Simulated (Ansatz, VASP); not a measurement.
## Two plane-wave programs on Cu6Ru

File INCAR:

```
SYSTEM = Cu6Ru
PREC     = Accurate       ! precision mode
ENCUT    = 520            ! plane-wave cutoff, eV
EDIFF    = 1E-6           ! SCF threshold, eV
ISMEAR   = 0              ! smearing method
SIGMA    = 0.2            ! smearing width, eV
LREAL    = .False.        ! projectors in reciprocal space
LASPH    = .True.         ! aspherical terms in the spheres
NELM     = 100            ! most SCF steps
ALGO     = Fast           ! electronic algorithm
ISIF     = 2              ! what is computed and relaxed
LWAVE    = .False.        ! write WAVECAR
LCHARG   = .False.        ! write CHGCAR
GGA      = PE             ! functional
NBANDS   = 93             ! bands
```

The input KPOINTS:

```
Automatic mesh
0
Gamma
  12 12 1
  0 0 0
```

POSCAR

```
Cu6Ru
1.0
    2.6220667598      0.0000000000      0.0000000000
   -1.3110333799      2.2707764244      0.0000000000
    0.0000000000      0.0000000000     29.1658048035
Cu Ru
12 2
Direct
    0.6666666667      0.3333333333      0.1119486331
    0.0000000000      0.0000000000      0.1826510173
    0.3333333333      0.6666666667      0.2532636720
    0.6666666667      0.3333333333      0.3237290681
    0.0000000000      0.0000000000      0.3942001602
    0.3333333333      0.6666666667      0.4647941769
    0.6666666667      0.3333333333      0.5352058231
    0.3333333333      0.6666666667      0.6762709319
    0.0000000000      0.0000000000      0.6057998398
    0.3333333333      0.6666666667      0.8880513669
    0.0000000000      0.0000000000      0.8173489827
    0.6666666667      0.3333333333      0.7467363280
    0.3333333333      0.6666666667      0.0360688254
    0.6666666667      0.3333333333      0.9639311746
```

Input for Ansatz:

```yaml
crystal:
  lattice:
    - [2.6220667598, 0.0, 0.0]
    - [-1.3110333799, 2.2707764244, 0.0]
    - [0.0, 0.0, 29.1658048035]
  atoms:
    - { symbol: Cu, position: [0.6666666667, 0.3333333333, 0.1119486331] }
    - { symbol: Cu, position: [0.0, 0.0, 0.1826510173] }
    - { symbol: Cu, position: [0.3333333333, 0.6666666667, 0.253263672] }
    - { symbol: Cu, position: [0.6666666667, 0.3333333333, 0.3237290681] }
    - { symbol: Cu, position: [0.0, 0.0, 0.3942001602] }
    - { symbol: Cu, position: [0.3333333333, 0.6666666667, 0.4647941769] }
    - { symbol: Cu, position: [0.6666666667, 0.3333333333, 0.5352058231] }
    - { symbol: Cu, position: [0.3333333333, 0.6666666667, 0.6762709319] }
    - { symbol: Cu, position: [0.0, 0.0, 0.6057998398] }
    - { symbol: Cu, position: [0.3333333333, 0.6666666667, 0.8880513669] }
    - { symbol: Cu, position: [0.0, 0.0, 0.8173489827] }
    - { symbol: Cu, position: [0.6666666667, 0.3333333333, 0.746736328] }
    - { symbol: Ru, position: [0.3333333333, 0.6666666667, 0.0360688254] }
    - { symbol: Ru, position: [0.6666666667, 0.3333333333, 0.9639311746] }
basis:
  ecutwfc: 420
kpoints:
  mp_grid: { grid: [12, 12, 1] }
hamiltonian:
  xc: pbe
scf:
  occupations: { method: gaussian, width: 0.2 }
  lower_state_search: "off"
output:
  forces: true
  stress: true
  eigenvalues: true
```

Alike in both runs: task single point; functional PBE; k mesh 12 × 12 × 1; occupations gaussian, width 0.2 eV; no spin polarisation.

|  | VASP | Ansatz |
| --- | --- | --- |
| version | VASP 6.6.1 | Ansatz 0.2.0 |
| potentials or method | VASP PAW PBE potentials, release 64 (Cu, Ru_pv), cutoff 520 eV | scalar-relativistic, plane waves, PAW |
| valence electrons in the cell | 160 | 260 |

|  | VASP | Ansatz | Ansatz less VASP |
| --- | --- | --- | --- |
| gap on the k mesh at the Fermi level (eV) | none | none | - |
| pressure (GPa) | 0.5 | 0.0 | -0.42 |
| rms of the force components (eV/Å) | 0.005 | 0.004 | -0.0009 |

Atom by atom the forces differ by 0.001 eV/Å (rms over components). A gap of «none» marks a metal or a gap that the smearing closes. VASP's potentials hold 160 valence electrons a cell and Ansatz's 260, so a difference there can come from the potentials and not from the codes.
